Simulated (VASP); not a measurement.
Runs of VASP 6.6.1 on LaBi. The structure is that of space group Fm-3m (No. 225), or close to it. The cells are those of the table. 

| cell | gap on the mesh (eV) | pressure (GPa) |
| --- | --- | --- |
| a = 4.703 Å, angles 60.0°, 2 atoms | none | -3.3 |
| a = 4.579 Å, angles 60.0°, 2 atoms | none | 0.7 |
| a = 4.821 Å, angles 60.0°, 2 atoms | none | (a) |
| a = 4.449 Å, angles 60.0°, 2 atoms | none | 7.0 |
| a = 4.515 Å, angles 60.0°, 2 atoms | none | 3.5 |
| a = 4.642 Å, angles 60.0°, 2 atoms | none | -1.5 |
| a = 4.763 Å, angles 60.0°, 2 atoms | none | (b) |

Alike in all rows: task single point; level LDA; potentials or basis VASP PAW LDA potentials, release 64 (La, Bi_d); no spin polarisation; k mesh 7 × 7 × 7; cutoff (eV) 520; smearing gaussian 0.02 eV.

Q: Fill in the values left out.

A: (a) -5.9; (b) -4.7.

Caveats: spin-orbit coupling is left out, which moves the levels of the heavy elements.

A k mesh can miss the band edges, and the runs leave out spin-orbit coupling on Bi, La.

A gap of «none» marks levels without a gap at the run's occupations.
